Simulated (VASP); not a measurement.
Runs of VASP 6.6.1 on Cu. The structure is that of space group I4/mmm (No. 139), or close to it. The cells are those of the table. 

```csv
cell,further INCAR settings,gap on the mesh (eV),pressure (GPa)
"a = 2.485 Å, angles 107.0, 107.0, 114.6°, 1 atom",ALGO = Fast; EDIFF = 1e-06; NBANDS = 12,none,(b)
"a = 2.565 Å, angles 107.6, 107.6, 113.3°, 1 atom",ALGO = Fast; EDIFF = 1e-06; NBANDS = 12,none,-14.8
"a = 2.546 Å, angles 107.0, 107.0, 114.6°, 1 atom",ALGO = Fast; EDIFF = 1e-07; NBANDS = 12,none,-12.7
"a = 2.528 Å, angles 106.4, 106.4, 115.9°, 1 atom",ALGO = Fast; EDIFF = 1e-07; NBANDS = 12,none,-10.0
"a = 2.510 Å, angles 105.7, 105.7, 117.2°, 1 atom",ALGO = Fast; EDIFF = 1e-06; NBANDS = 12,none,(a)
```

Alike in all rows: task single point; level PBEsol; potentials or basis VASP PAW PBE potentials, release 64 (Cu); no spin polarisation; k mesh 24 × 24 × 24; cutoff (eV) 520; smearing gaussian 0.15 eV.

Estimate the missing entries.

(a) -6.7; (b) -4.2.

Caveats: the cell stands under tension; the PAW data sets were made with another functional, which shifts forces and pressure a little.

A gap of «none» marks levels without a gap at the run's occupations.
